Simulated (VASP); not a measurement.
Input of a VASP 6.6.1 run:

Contents of INCAR:

```
PREC     = Accurate       # precision mode
ENCUT    = 520            # plane-wave cutoff, eV
EDIFF    = 1E-8           # SCF threshold, eV
ISMEAR   = -1             # smearing method
SIGMA    = 0.03           # smearing width, eV
LREAL    = F              # projectors in reciprocal space
LASPH    = T              # aspherical terms in the spheres
NELM     = 60             # most SCF steps
ALGO     = Normal         # electronic algorithm
ISIF     = 2              # what is computed and relaxed
LWAVE    = F              # write WAVECAR
LCHARG   = F              # write CHGCAR
LEFG     = T            
NBANDS   = 18             # bands
```

The input KPOINTS:

```
Automatic mesh
0
Gamma
  13 13 7
```

File POSCAR:

```
Sc
1.0
    3.3197906621      0.0000000000      0.0000000000
   -1.6598953310      2.8750230486      0.0000000000
    0.0000000000      0.0000000000      5.2855017897
Sc
2
Direct
    0.3333333333      0.6666666667      0.2500000000
    0.6666666667      0.3333333333      0.7500000000
```

Potentials or basis: VASP PAW LDA potentials, release 64 (Sc_sv).

Launch:

```console
$ cat potpaw_LDA.64/Sc_sv/POTCAR > POTCAR
$ mpirun -np 1 vasp_std > vasp.out
```

(1) Estimate the pressure.

(2) Estimate the band gap on the k mesh.

## Answers

(1) -5.7 GPa.

(2) zero (band 11 reaches 4.03 eV, above the bottom of band 12 at 2.86 eV).

Caveat: without QUAD_EFG the Cq values of the log hold for a quadrupole moment of 1 mb, not for the nuclei.
